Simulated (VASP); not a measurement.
Runs of VASP 6.6.1 on MoS2. The structure is that of space group P-3m1 (No. 164), or close to it. The cells are those of the table. 

| task | level | potentials or basis | spin | U | cell | k mesh | cutoff (eV) | smearing | gap on the mesh (eV) | pressure (GPa) | moment (μB) | largest force (eV/Å) |
| --- | --- | --- | --- | --- | --- | --- | --- | --- | --- | --- | --- | --- |
| single point | RPBE+D3(BJ) | VASP PAW PBE potentials, release 64 (Mo_sv, S) | off | - | a = 3.184, b = 3.184, c = 6.227 Å, angles 90.0, 90.0, 120.0°, 3 atoms | 9 × 9 × 4 | 520 | fermi-dirac 0.05 eV | none | -9.1 | - | (a) |
| single point | PBEsol | VASP PAW PBE potentials, release 64 (Mo_sv, S) | off | - | a = 3.227, b = 3.227, c = 6.376 Å, angles 90.0, 90.0, 120.0°, 3 atoms | 8 × 8 × 4 | 520 | fermi-dirac 0.05 eV | none | -4.7 | - | 0.21 |
| single point | revPBE | VASP PAW PBE potentials, release 64 (Mo_sv, S) | off | - | a = 3.227, b = 3.227, c = 6.312 Å, angles 90.0, 90.0, 120.0°, 3 atoms | 9 × 9 × 4 | 520 | fermi-dirac 0.05 eV | none | (c) | - | (b) |
| single point | PBEsol | VASP PAW PBE potentials, release 64 (Mo_sv, S) | non-collinear, zero start, SOC | - | a = 3.227, b = 3.227, c = 6.312 Å, angles 90.0, 90.0, 120.0°, 3 atoms | 9 × 9 × 4 | 520 | fermi-dirac 0.05 eV | - | -3.4 | 0.00 | 0.03 |
| single point | PBE | VASP PAW PBE potentials, release 64 (Mo_sv, S) | off | - | a = 3.192, b = 3.192, c = 6.949 Å, angles 90.0, 90.0, 120.0°, 3 atoms | 9 × 9 × 4 | 520 | fermi-dirac 0.05 eV | none | -0.1 | - | 0.01 |
| single point | PBEsol+U | VASP PAW PBE potentials, release 64 (Mo_sv, S) | off | Mo d U = 3.0 eV | a = 3.227, b = 3.227, c = 6.312 Å, angles 90.0, 90.0, 120.0°, 3 atoms | 9 × 9 × 4 | 520 | fermi-dirac 0.05 eV | none | -1.8 | - | 0.16 |
| single point | LDA | VASP PAW LDA potentials, release 64 (Mo_sv, S) | non-collinear, zero start, SOC | - | a = 3.227, b = 3.227, c = 6.312 Å, angles 90.0, 90.0, 120.0°, 3 atoms | 7 × 7 × 3 | 500 | gaussian 0.05 eV | - | -5.6 | 0.00 | 0.15 |

Fill in the values left out.

(a) 0.45; (b) 0.32; (c) 2.8.

Caveats: the PAW data sets were made with another functional, which shifts forces and pressure a little (some runs); this functional lacks dispersion, which binds the layers, so the pressure and a relaxed spacing across them are unreliable (some runs); U without spin polarisation on a metal has little footing (some runs).

A k mesh can miss the band edges, and rows without SOC leave out spin-orbit coupling on Mo.

A gap of «none» marks levels without a gap at the run's occupations.
